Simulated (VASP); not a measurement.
# GaN: single point with PBE

GaN:

```
Ga N
1.0
     0.00000    2.27144    2.22441
     2.27144    0.00000    2.22441
     2.27144    2.27144    0.00000
Ga N
1 1
Direct
  0.00000 0.00000 0.00000
  0.25000 0.25000 0.25000
```

This cell differs from its parent crystal: epitaxial xy strain +1.0%.

```yaml
Program: VASP 6.6.1
Task: single point
Functional: PBE
Potentials_or_basis: VASP PAW PBE potentials, release 64 (Ga_d, N)
Cutoff: 520 eV
k_mesh: 10 × 10 × 10
Occupations: fermi-dirac, width 0.02 eV
Spin: no spin polarisation
Dipole_correction: no
Further_INCAR_settings: ALGO = Normal; EDIFF = 1e-07; NBANDS = 16
```

```yaml
Pressure: 4.5 GPa
Band_gap_on_the_k_mesh: 1.64 eV
```

Stress tensor (GPa, compression positive):
```
3.68 0.00 0.00
0.00 3.68 0.00
0.00 0.00 6.09
```

Levels at points of the mesh, in eV from the valence-band top:
| k point | band 5 | band 6 | band 7 | band 8 | band 9 | band 10 | band 11 | band 12 | band 13 | band 14 |
| --- | --- | --- | --- | --- | --- | --- | --- | --- | --- | --- |
| (0.00, 0.00, 0.00) | -13.19 | -13.19 | -0.09 | -0.09 | 0.00 | 1.64 | 10.19 | 10.24 | 10.24 | 17.51 |
| (0.50, 0.00, 0.00) | -13.13 | -11.94 | -7.08 | -1.10 | -0.95 | 4.55 | 8.65 | 10.14 | 10.46 | 15.54 |
| (0.50, 0.50, 0.00) | -13.10 | -11.44 | -6.02 | -2.86 | -2.86 | 3.20 | 6.36 | 11.82 | 13.80 | 13.80 |
| (0.50, 0.00, 0.50) | -13.11 | -11.55 | -6.25 | -2.70 | -2.69 | 3.34 | 6.70 | 11.53 | 13.67 | 14.14 |

Run time: 31 s on 1 thread of Intel Xeon 8259CL (shared host), peak memory 0.16 GiB.

Caveat: the cell differs from its parent crystal (epitaxial xy strain +1.0%); the cell stands under pressure; the structure was generated, so it needn't be the stable form of GaN.
